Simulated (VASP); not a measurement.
A run of VASP 6.6.1:

INCAR

```
SYSTEM = Ga4SbP3
ALGO = Normal
EDIFF = 1E-7
ENCUT = 520
GGA = PE
ISIF = 2
ISMEAR = -1
LASPH = .TRUE.
LCHARG = .FALSE.
LREAL = .FALSE.
LWAVE = .FALSE.
NBANDS = 46
NELM = 100
PREC = Accurate
SIGMA = 0.02
```

The input KPOINTS:

```
k-points
0
G
  6 6 4
  0 0 0
```

The input POSCAR:

```
Ga4SbP3
1.0
    6.6556046666     -2.0087573236     -0.0009145839
    6.6556046666      2.0087573236     -0.0009145839
   -1.2110506063      0.0000000000      6.8565606667
P Sb Ga
3 1 4
Direct
    0.0030262471      0.0030262471      0.0090724413
    0.4971615951      0.4971615951      0.4928302266
    0.7492329860      0.7492329860      0.2487321897
    0.2509784409      0.2509784409      0.7502344311
    0.4523972887      0.4523972887      0.8175124902
    0.9336190769      0.9336190769      0.3129457079
    0.1847876573      0.1847876573      0.0822017963
    0.6787967080      0.6787967080      0.5364707170
```

Potentials or basis: VASP PAW PBE potentials, release 64 (P, Sb, Ga_d).

Command:

```sh
$ cat potpaw_PBE.64/P/POTCAR potpaw_PBE.64/Sb/POTCAR potpaw_PBE.64/Ga_d/POTCAR > POTCAR
$ mpirun -np 1 vasp_std > vasp.out
```

Hardware: 1 thread of Oxide Virtual Turin-like Processor, on a shared host.

Q: Estimate the wall time of this run.

A: It took 21 min on 1 thread of Oxide Virtual Turin-like Processor (shared host), peak memory 0.57 GiB. Counts: scf iterations 17, k points 47.
